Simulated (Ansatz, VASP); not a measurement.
## AlNi: VASP beside Ansatz

```xyz
2
Lattice="1.9405 -1.9405 0.0000 1.9405 1.9405 0.0000 0.0000 0.0000 2.8231" Properties=species:S:1:pos:R:3 pbc="T T T"
Al    0.0000    0.0000    0.0000
Ni    1.9405    0.0000    1.4116
```

Alike in both runs: task single point; functional PBE; k mesh 16 × 16 × 16; occupations gaussian, width 0.15 eV; no spin polarisation.

|  | VASP | Ansatz |
| --- | --- | --- |
| version | VASP 6.6.1 | Ansatz 0.2.0 |
| potentials or method | VASP PAW PBE potentials, release 64 (Al, Ni), cutoff 520 eV | scalar-relativistic, plane waves, PAW |
| valence electrons in the cell | 13 | 21 |

|  | VASP | Ansatz | Ansatz less VASP |
| --- | --- | --- | --- |
| gap on the k mesh at the Fermi level (eV) | none | none | - |
| pressure (GPa) | 27.6 | 27.4 | -0.18 |
| traceless stress, the component that is largest in VASP (GPa) | -2.07 | -2.03 | +0.044 |

A gap of «none» marks a metal or a gap that the smearing closes. VASP's potentials hold 13 valence electrons a cell and Ansatz's 21, so a difference there can come from the potentials and not from the codes. Ansatz's warnings: near symmetry operations not taken.
